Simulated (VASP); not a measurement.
W16O (a cell with a defect), 17 atoms in the cell. The cell holds a defect, 17 atoms: a = 6.320 Å, b = 6.320 Å, c = 6.320 Å, α = 90.00°, β = 90.00°, γ = 90.00°. 

* Program: VASP 6.6.1
* Task: single point
* Functional: PBE
* Potentials or basis: VASP PAW PBE potentials, release 64 (W_sv, O)
* Cutoff: 520 eV
* k mesh: 2 × 2 × 2
* Occupations: fermi-dirac, width 0.1 eV
* Spin: no spin polarisation
* Dipole correction: no
* Further INCAR settings: LREAL = Auto; ALGO = Normal; EDIFF = 1e-07; NBANDS = 129

Potentials or basis: VASP PAW PBE potentials, release 64 (W_sv, O).

Launch:

```console
$ cat potpaw_PBE.64/W_sv/POTCAR potpaw_PBE.64/O/POTCAR > POTCAR
$ mpirun -np 1 vasp_std > vasp.out
```

Hardware: 1 thread of Oxide Virtual Turin-like Processor, with other jobs on the host.

Question: How long does it take, and how much memory?

Answer: Wall time 20 min on 1 thread of Oxide Virtual Turin-like Processor (shared host), peak memory 0.39 GiB. Counts: scf iterations 19, k points 8.
